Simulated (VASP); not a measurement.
# ZnCu (R-3m) in VASP: further runs

The runs below take ZnCu through single point, with PBE.

Everything below comes from runs of VASP 6.6.1. Logs are shortened: lines on timing, memory, paths and dates and some standing lists are left out, and cuts for length are marked.

## 1. The cell of the first run

It takes space group R-3m (No. 166, trigonal). Conventional cell: a = 3.097 Å, b = 3.097 Å, c = 8.388 Å, α = 90.00°, β = 90.00°, γ = 120.00°. Within 3.0 Å of Zn (site symmetry -3m) lie 6 Cu at 2.27 Å. Cu (site symmetry -3m) has 6 Zn at 2.27 Å within 3.0 Å.

## 2. Single point, PBE

INCAR

```
SYSTEM = ZnCu
PREC = Accurate
ENCUT = 520
EDIFF = 1E-6
ISMEAR = 0
SIGMA = 0.15
LREAL = .False.
LASPH = .True.
NELM = 100
ALGO = Fast
ISIF = 2
LWAVE = .False.
LCHARG = .False.
GGA = PE
NBANDS = 18
```

KPOINTS

```
Automatic mesh
0
Gamma
  16 16 16
  0 0 0
```

POSCAR

```
ZnCu
1.0
    3.0743589667      0.8841766153      0.8841766153
    0.8841766153      3.0743589667      0.8841766153
    0.8841766153      0.8841766153      3.0743589667
Zn Cu
1 1
Direct
    0.5000000000      0.5000000000      0.5000000000
    0.0000000000      0.0000000000      0.0000000000
```

Potentials or basis: VASP PAW PBE potentials, release 64 (Zn, Cu).

On the command line:

```
$ cat potpaw_PBE.64/Zn/POTCAR potpaw_PBE.64/Cu/POTCAR > POTCAR
$ mpirun -np 1 vasp_std > vasp.out
```

OUTCAR:

```text
SYSTEM = ZnCu
   PREC = Accurate
   ENCUT = 520
   EDIFF = 1E-6
   ISMEAR = 0
   LREAL = .False.
   LASPH = .True.
   NELM = 100
   ISIF = 2
   GGA = PE

 ion  position               nearest neighbor table
   1  0.500  0.500  0.500-   2 2.27   2 2.27   2 2.27   2 2.27   2 2.27   2 2.27
   2  0.000  0.000  0.000-   1 2.27   1 2.27   1 2.27   1 2.27   1 2.27   1 2.27

  LATTYP: Found a trigonal (rhomboedric) cell.
 ALAT       =     3.3189184428
 COS(alpha) =     0.5645208272

  Lattice vectors:

 A1 = (   3.0743589667,   0.8841766153,   0.8841766153)
 A2 = (   0.8841766153,   3.0743589667,   0.8841766153)
 A3 = (   0.8841766153,   0.8841766153,   3.0743589667)

Analysis of symmetry for initial positions (statically):
=====================================================================
 Subroutine PRICEL returns:
 Original cell was already a primitive cell.

 Routine SETGRP: Setting up the symmetry group for a
 trigonal (rhombohedral) supercell.

 Subroutine GETGRP returns: Found 12 space group operations
 (whereof 12 operations were pure point group operations)
 out of a pool of 12 trial point group operations.

The static configuration has the point symmetry D_3d.

Analysis of symmetry for dynamics (positions and initial velocities):
=====================================================================
 Subroutine PRICEL returns:
 Original cell was already a primitive cell.

 Routine SETGRP: Setting up the symmetry group for a
 trigonal (rhombohedral) supercell.

 Subroutine GETGRP returns: Found 12 space group operations
 (whereof 12 operations were pure point group operations)
 out of a pool of 12 trial point group operations.

The dynamic configuration has the point symmetry D_3d.

 Subroutine INISYM returns: Found 12 space group operations
 (whereof 12 operations are pure point group operations),
 and found     1 'primitive' translations

----------------------------------------------------------------------------------------

                                     Primitive cell

  volume of cell :      23.2300

  direct lattice vectors                    reciprocal lattice vectors
     3.074358967  0.884176615  0.884176615     0.373220610 -0.083362377 -0.083362377
     0.884176615  3.074358967  0.884176615    -0.083362377  0.373220610 -0.083362377
     0.884176615  0.884176615  3.074358967    -0.083362377 -0.083362377  0.373220610

  length of vectors
     3.318918443  3.318918443  3.318918443     0.391397746  0.391397746  0.391397746

  position of ions in fractional coordinates (direct lattice)
     0.500000000  0.500000000  0.500000000
     0.000000000  0.000000000  0.000000000

  ion indices of the primitive-cell ions
   primitive index   ion index
                 1           1
                 2           2

----------------------------------------------------------------------------------------

 KPOINTS: Automatic mesh

Automatic generation of k-mesh.
 Grid dimensions read from file:
 generate k-points for:   16   16   16

 Generating k-lattice:

  Cartesian coordinates                     Fractional coordinates (reciprocal lattice)
     0.023326288 -0.005210149 -0.005210149     0.062500000 -0.000000000 -0.000000000
    -0.005210149  0.023326288 -0.005210149    -0.000000000  0.062500000 -0.000000000
    -0.005210149 -0.005210149  0.023326288    -0.000000000 -0.000000000  0.062500000

  Length of vectors
     0.024462359  0.024462359  0.024462359

  Shift w.r.t. Gamma in fractional coordinates (k-lattice)
     0.000000000  0.000000000  0.000000000

 Subroutine IBZKPT returns following result:
 ===========================================

 Found    417 irreducible k-points:

 Following reciprocal coordinates:
            Coordinates               Weight
  0.000000  0.000000  0.000000      1.000000
  0.062500  0.000000  0.000000      6.000000
  0.125000  0.000000  0.000000      6.000000
  0.187500  0.000000  0.000000      6.000000
  0.250000  0.000000  0.000000      6.000000
  0.312500  0.000000  0.000000      6.000000
[... 16 lines left out ...]
 -0.125000  0.062500  0.000000     12.000000
 -0.062500  0.062500  0.000000      6.000000
 [... further k-points ...]
   k-points           NKPTS =    417   k-points in BZ     NKDIM =    417   number of bands    NBANDS=     18
   number of dos      NEDOS =    301   number of ions     NIONS =      2
   total plane-waves  NPLWV =  21952
   dimension x,y,z NGX =    28 NGY =   28 NGZ =   28
   dimension x,y,z NGXF=    56 NGYF=   56 NGZF=   56
   ions per type =               1   1
   NGX,Y,Z   is equivalent  to a cutoff of  14.03, 14.03, 14.03 a.u.
   NGXF,Y,Z  is equivalent  to a cutoff of  28.05, 28.05, 28.05 a.u.
 SYSTEM =  ZnCu
   PREC   = accura    normal or accurate (medium, high low for compatibility)
   ISTART =      0    job   : 0-new  1-cont  2-samecut
   ICHARG =      2    charge: 1-file 2-atom 10-const
   ISPIN  =      1    spin polarized calculation?
   LNONCOLLINEAR =      F non collinear calculations
   LSORBIT =      F    spin-orbit coupling
   LASPH  =      T    aspherical Exc in radial PAW
   ENCUT  =  520.0 eV  38.22 Ry    6.18 a.u.   6.17  6.17  6.17*2*pi/ulx,y,z
   NELM   =    100;   NELMIN=  2; NELMDL= -5     # of ELM steps
   EDIFF  = 0.1E-05   stopping-criterion for ELM
   LREAL  =      F    real-space projection
   EDIFFG = 0.1E-04   stopping-criterion for IOM
   NSW    =      0    number of steps for IOM
   IBRION =     -1    ionic relax: 0-MD 1-quasi-New 2-CG
   NFREE  =      0    steps in history (QN), initial steepest desc. (CG)
   ISIF   =      2    stress and relaxation
   ISYM   =      2    0-nonsym 1-usesym 2-fastsym
   POTIM  = 0.5000    time-step for ionic-motion
   TEBEG  =    0.0;   TEEND  =   0.0 temperature during run
   PSTRESS=    0.0 pullay stress
   NELECT =      23.0000    total number of electrons
   NUPDOWN=      -1.0000    fix difference up-down
   EMIN   =  10.00;   EMAX   =-10.00  energy-range for DOS
   EFERMI =   0.00;   METHOD = LEGACY
   ISMEAR =     0;   SIGMA  =   0.15  broadening in eV -4-tet -1-fermi 0-gaus
   EFERMI_NEDOS =   21; number of points for ismear=-14 and -15
   IALGO  =     68    algorithm
   IMIX   =      4    mixing-type and parameters
     AMIX     =   0.40;   BMIX     =  1.00
     AMIX_MAG =   1.60;   BMIX_MAG =  1.00
  volume/ion in A,a.u.               =      11.62        78.38
  Fermi-wavevector in a.u.,A,eV,Ry     =   1.631678  3.083424 36.223771  2.662372
  Thomas-Fermi vector in A             =   2.723774
   LORBIT       =      0    0 simple, 1 ext, 2 COOP (PROOUT), +10 PAW based schemes
   GGA     = PE    functional components
   LHFCALC =     F    Hartree Fock is set to
   AEXX    =    0.0000 exact exchange contribution
   IVDW    =     0    specifies the selected vdW correction
   LEPSILON=     F    determine dielectric tensor
   LRPA    =     F    only Hartree local field effects (RPA)
 non-spin polarized calculation
 RMM-DIIS sequential band-by-band and
 Gauss-broadening in eV      SIGMA  =   0.15
  energy-cutoff  :      520.00
  volume of cell :       23.23
 maximum number of plane-waves:       644
 NGX is ok and might be reduce to    28

 number of electron      22.9999994 magnetization

 Free energy of the ion-electron system (eV)
  ---------------------------------------------------
  ext. energy  EPLUGINS =         0.00000000
  ---------------------------------------------------
  free energy    TOTEN  =        -3.53294491 eV

  energy without entropy =       -3.52750767  energy(sigma->0) =       -3.53022629

 E-fermi :   6.8997     XC(G=0): -12.8665

 val. band max:        6.8984580831   @ k =   0.3750   0.3750   0.1875
 cond. band min:       6.9087190835   @ k =  -0.3125   0.2500   0.0000
 fundamental gap:      0.0102610005
 Fermi energy:         6.8996604608

 k-point     1 :       0.0000    0.0000    0.0000
  band No.  band energies     occupation
      1      -4.5631      2.00000
      2      -1.8006      2.00000
      3      -1.8006      2.00000
      4      -1.7445      2.00000
      5      -1.5175      2.00000
      6      -1.5175      2.00000
[... 10 lines left out ...]
     17      22.3795      0.00000
     18      22.3795      0.00000

 k-point     2 :       0.0625    0.0000    0.0000
  band No.  band energies     occupation
      1      -4.4686      2.00000
      2      -1.7914      2.00000
      3      -1.7852      2.00000
      4      -1.7263      2.00000
      5      -1.5200      2.00000
      6      -1.5025      2.00000
[... 10 lines left out ...]
     17      22.6310      0.00000
     18      23.3785      0.00000

 k-point     3 :       0.1250    0.0000    0.0000
  band No.  band energies     occupation
      1      -4.1878      2.00000
      2      -1.7676      2.00000
      3      -1.7419      2.00000
      4      -1.6719      2.00000
      5      -1.5234      2.00000
      6      -1.4579      2.00000
[... 10 lines left out ...]
     17      22.4599      0.00000
     18      22.6889      0.00000

 k-point     4 :       0.1875    0.0000    0.0000
  band No.  band energies     occupation
      1      -3.7306      2.00000
      2      -1.7337      2.00000
      3      -1.6786      2.00000
      4      -1.5947      2.00000
      5      -1.5095      2.00000
      6      -1.3850      2.00000
[... 375 lines left out ...]
      4      -1.5614      2.00000
      5      -1.5168      2.00000
      6      -1.3128      2.00000
[... 10 lines left out ...]
     17      20.4833      0.00000
     18      20.9965      0.00000

 k-point    23 :      -0.1250    0.0625    0.0000
  band No.  band energies     occupation
      1      -3.9643      2.00000
      2      -1.7411      2.00000
      3      -1.7210      2.00000
      4      -1.6243      2.00000
      5      -1.5504      2.00000
      6      -1.4053      2.00000
[... 10 lines left out ...]
     17      20.9881      0.00000
     18      21.7457      0.00000

 k-point    24 :      -0.0625    0.0625    0.0000
  band No.  band energies     occupation
      1      -4.3074      2.00000
      2      -1.7719      2.00000
      3      -1.7667      2.00000
      4      -1.6920      2.00000
      5      -1.5360      2.00000
      6      -1.4690      2.00000
[... 10 lines left out ...]
     17      22.4306      0.00000
     18      22.8420      0.00000

 [... further k-points ...]

------------------------ aborting loop because EDIFF is reached ----------------------------------------

  FORCE on cell =-STRESS in cart. coord.  units (eV):
  Direction    XX          YY          ZZ          XY          YZ          ZX
  --------------------------------------------------------------------------------------
  -------------------------------------------------------------------------------------
  Total        6.1764783      6.1764783      6.1764783      0.5672289      0.5672289      0.5672289
  in kB      425.9928322    425.9928322    425.9928322     39.1218791     39.1218791     39.1218791
  external PRESSURE =     425.9928322 kB  Pullay stress =       0.0000000 kB

 VOLUME and BASIS-vectors are now :
 -----------------------------------------------------------------------------
  energy-cutoff  :      520.00
  volume of cell :       23.23
      direct lattice vectors                 reciprocal lattice vectors
     3.074358967  0.884176615  0.884176615     0.373220610 -0.083362377 -0.083362377
     0.884176615  3.074358967  0.884176615    -0.083362377  0.373220610 -0.083362377
     0.884176615  0.884176615  3.074358967    -0.083362377 -0.083362377  0.373220610

 POSITION                                       TOTAL-FORCE (eV/Angst)
 -----------------------------------------------------------------------------------
      2.42136      2.42136      2.42136        -0.000000     -0.000000      0.000000
      0.00000      0.00000      0.00000         0.000000      0.000000     -0.000000
 -----------------------------------------------------------------------------------
    total drift:                                0.000000      0.000000      0.000000

  FREE ENERGIE OF THE ION-ELECTRON SYSTEM (eV)
  ---------------------------------------------------
  free  energy   TOTEN  =        -3.5329449127 eV

  energy  without entropy=       -3.5275076697  energy(sigma->0) =       -3.53022629
```

Wall time 3.8 min (1 thread of Intel Xeon 6975P-C, shared host); peak memory 0.31 GiB.

What came out:

- Free energy: -3.5329 eV
- Pressure: 42.6 GPa

## 3. Single point, PBE

This run uses another cell than the first one, of the same volume but with other edges.

INCAR

```
PREC = Accurate ; ENCUT = 520
EDIFF = 1E-6 ; ISMEAR = 0
SIGMA = 0.15 ; LREAL = F
LASPH = T ; NELM = 100
ALGO = Fast ; ISIF = 2
LWAVE = F ; LCHARG = T
GGA = PE ; LELF = T
LVHAR = T ; NBANDS = 18
```

KPOINTS

```
regular mesh
0
Gamma
  16 16 16
```

POSCAR

```
ZnCu
1.0
    2.9012295987     -0.3555295392     -0.3555295392
   -0.3555295392      2.9012295987     -0.3555295392
   -0.3555295392     -0.3555295392      2.9012295987
Zn Cu
1 1
Direct
    0.5000000000      0.5000000000      0.5000000000
    0.0000000000      0.0000000000      0.0000000000
```

Potentials or basis: VASP PAW PBE potentials, release 64 (Zn, Cu).

On the command line:

```
$ cat potpaw_PBE.64/Zn/POTCAR potpaw_PBE.64/Cu/POTCAR > POTCAR
$ mpirun -np 1 vasp_std > vasp.out
```

OUTCAR:

```text
PREC = Accurate
   ENCUT = 520
   EDIFF = 1E-6
   ISMEAR = 0
   LREAL = F
   LASPH = T
   NELM = 100
   ISIF = 2
   GGA = PE

 ion  position               nearest neighbor table
   1  0.500  0.500  0.500-   2 1.90   2 1.90   2 2.73   2 2.73   2 2.73   2 2.73   2 2.73   2 2.73

   2  0.000  0.000  0.000-   1 1.90   1 1.90   1 2.73   1 2.73   1 2.73   1 2.73   1 2.73   1 2.73

  LATTYP: Found a trigonal (rhomboedric) cell.
 ALAT       =     2.9444754526
 COS(alpha) =    -0.2233631783

[... 694 lines left out ...]

------------------------ aborting loop because EDIFF is reached ----------------------------------------

  FORCE on cell =-STRESS in cart. coord.  units (eV):
  Direction    XX          YY          ZZ          XY          YZ          ZX
  --------------------------------------------------------------------------------------
  -------------------------------------------------------------------------------------
  Total       10.9935934     10.9935934     10.9935934     11.2001037     11.2001037     11.2001037
  in kB      758.2301417    758.2301417    758.2301417    772.4731926    772.4731926    772.4731926
  external PRESSURE =     758.2301417 kB  Pullay stress =       0.0000000 kB

 VOLUME and BASIS-vectors are now :
 -----------------------------------------------------------------------------
  energy-cutoff  :      520.00
  volume of cell :       23.23
      direct lattice vectors                 reciprocal lattice vectors
     2.901229599 -0.355529539 -0.355529539     0.356897629  0.049843912  0.049843912
    -0.355529539  2.901229599 -0.355529539     0.049843912  0.356897629  0.049843912
    -0.355529539 -0.355529539  2.901229599     0.049843912  0.049843912  0.356897629

 POSITION                                       TOTAL-FORCE (eV/Angst)
 -----------------------------------------------------------------------------------
      1.09509      1.09509      1.09509         0.000000     -0.000000     -0.000000
      0.00000      0.00000      0.00000        -0.000000      0.000000      0.000000
 -----------------------------------------------------------------------------------
    total drift:                                0.000000      0.000000     -0.000000

  FREE ENERGIE OF THE ION-ELECTRON SYSTEM (eV)
  ---------------------------------------------------
  free  energy   TOTEN  =        -1.3209305268 eV

  energy  without entropy=       -1.3143727115  energy(sigma->0) =       -1.31765162
```

OSZICAR:

```text
N       E                     dE             d eps       ncg     rms          rms(c)
DAV:   1     0.118470234941E+03    0.11847E+03   -0.11438E+04 16404   0.219E+03
DAV:   2     0.298970745999E+01   -0.11548E+03   -0.11102E+03 15062   0.306E+02
DAV:   3    -0.209669343365E+01   -0.50864E+01   -0.50521E+01 17074   0.784E+01
DAV:   4    -0.213768313511E+01   -0.40990E-01   -0.40976E-01 17104   0.651E+00
DAV:   5    -0.213824440274E+01   -0.56127E-03   -0.56125E-03 17120   0.782E-01    0.117E+01
RMM:   6    -0.182535246489E+01    0.31289E+00   -0.48764E+00 17341   0.349E+01    0.542E+00
RMM:   7    -0.135993534746E+01    0.46542E+00   -0.13750E+00 17144   0.183E+01    0.442E+00
RMM:   8    -0.132428168508E+01    0.35654E-01   -0.26450E-02 18318   0.191E+00    0.139E+00
RMM:   9    -0.132093225675E+01    0.33494E-02   -0.84026E-03 18177   0.151E+00    0.142E-01
RMM:  10    -0.132103355836E+01   -0.10130E-03   -0.48757E-03 18529   0.883E-01    0.123E-01
RMM:  11    -0.132092723754E+01    0.10632E-03   -0.11175E-03 20020   0.460E-01    0.392E-02
RMM:  12    -0.132096344646E+01   -0.36209E-04   -0.33700E-04 20428   0.165E-01    0.511E-02
RMM:  13    -0.132093733456E+01    0.26112E-04   -0.26590E-04 18167   0.255E-01    0.276E-02
RMM:  14    -0.132092970967E+01    0.76249E-05   -0.33694E-05 17603   0.808E-02    0.570E-03
RMM:  15    -0.132093034602E+01   -0.63635E-06   -0.10058E-05 16927   0.294E-02    0.183E-03
RMM:  16    -0.132093052683E+01   -0.18080E-06   -0.14077E-06 13658   0.147E-02
   1 F= -.13209305E+01 E0= -.13176516E+01  d E =-.655782E-02
```

Wall time 1.8 min (1 thread of Intel Xeon 6975P-C, shared host); peak memory 0.3 GiB.

Results:

```yaml
Free_energy: -1.3209 eV
Pressure: 75.8 GPa
```

Stress tensor (GPa, compression positive):
```
75.82 77.25 77.25
77.25 75.82 77.25
77.25 77.25 75.82
```
